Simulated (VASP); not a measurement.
Runs of VASP 6.6.1 on HfC. The structure is that of space group Fm-3m (No. 225), or close to it. The cells are those of the table. 

| task | cell | gap on the mesh (eV) | pressure (GPa) |
| --- | --- | --- | --- |
| single point | a = 3.305, b = 3.305, c = 3.321 Å, angles 59.8, 59.8, 60.3°, 2 atoms | none | -4.9 |
| single point | a = 3.272 Å, angles 60.7°, 2 atoms | none | -0.4 |
| single point | a = 3.221 Å, angles 60.0°, 2 atoms | none | 16.2 |
| electric field gradients | a = 3.305 Å, angles 59.3°, 2 atoms | none | -0.4 |
| single point | a = 3.338, b = 3.338, c = 3.288 Å, angles 60.5, 60.5, 59.0°, 2 atoms | none | (a) |

Alike in all rows: level PBE; potentials or basis VASP PAW PBE potentials, release 64 (Hf_pv, C); no spin polarisation; k mesh 15 × 15 × 15; cutoff (eV) 520; smearing fermi-dirac 0.05 eV.

Task: Fill in the values left out.

Result: (a) -6.7.

Caveats: spin-orbit coupling is left out, which moves the levels of the heavy elements.

A k mesh can miss the band edges, and the runs leave out spin-orbit coupling on Hf.

A gap of «none» marks levels without a gap at the run's occupations.
